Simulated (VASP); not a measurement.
**MgO: single point with PBEsol-based global hybrid with 25 % exact exchange**

Crystal: MgO.

```
Mg O
1.0
     0.00000    2.09700    2.09700
     2.09700    0.00000    2.09700
     2.09700    2.09700    0.00000
Mg O
1 1
Direct
  0.00000 0.00000 0.00000
  0.50000 0.50000 0.50000
```

```json
{
 "Program": "VASP 6.6.1",
 "Task": "single point",
 "Functional": "PBEsol-based global hybrid with 25 % exact exchange",
 "Potentials or basis": "VASP PAW PBE potentials, release 64 (Mg, O)",
 "Cutoff": "520 eV",
 "k mesh": "6 × 6 × 6",
 "Occupations": "fermi-dirac, width 0.05 eV",
 "Spin": "no spin polarisation",
 "Dipole correction": "no",
 "Grid for exact exchange (PRECFOCK)": "Normal",
 "Share of exact exchange": "0.25",
 "Further INCAR settings": "ALGO = Normal; EDIFF = 1e-07; NBANDS = 11"
}
```

| Item | Value |
| --- | --- |
| Pressure | -2.6 GPa |
| Band gap on the k mesh | 7.27 eV |

Levels at points of the mesh, in eV from the valence-band top:
| k point | band 1 | band 2 | band 3 | band 4 | band 5 | band 6 | band 7 | band 8 |
| --- | --- | --- | --- | --- | --- | --- | --- | --- |
| (0.00, 0.00, 0.00) | -18.86 | 0.00 | 0.00 | 0.00 | 7.27 | 18.50 | 18.50 | 18.50 |
| (0.50, 0.00, 0.00) | -17.46 | -5.07 | -0.74 | -0.74 | 10.42 | 15.73 | 19.15 | 19.15 |
| (0.50, 0.50, 0.00) | -17.17 | -4.51 | -1.51 | -1.51 | 11.50 | 12.70 | 16.20 | 22.27 |

Run time: 11 min on 1 thread of Intel(R) Xeon(R) Platinum 8488C (Sapphire Rapids), with other jobs on the host, peak memory 0.15 GiB.

Caveat: the k points lie up to 0.43 Å⁻¹ apart; the PAW data sets were made with another functional, which shifts forces and pressure a little.
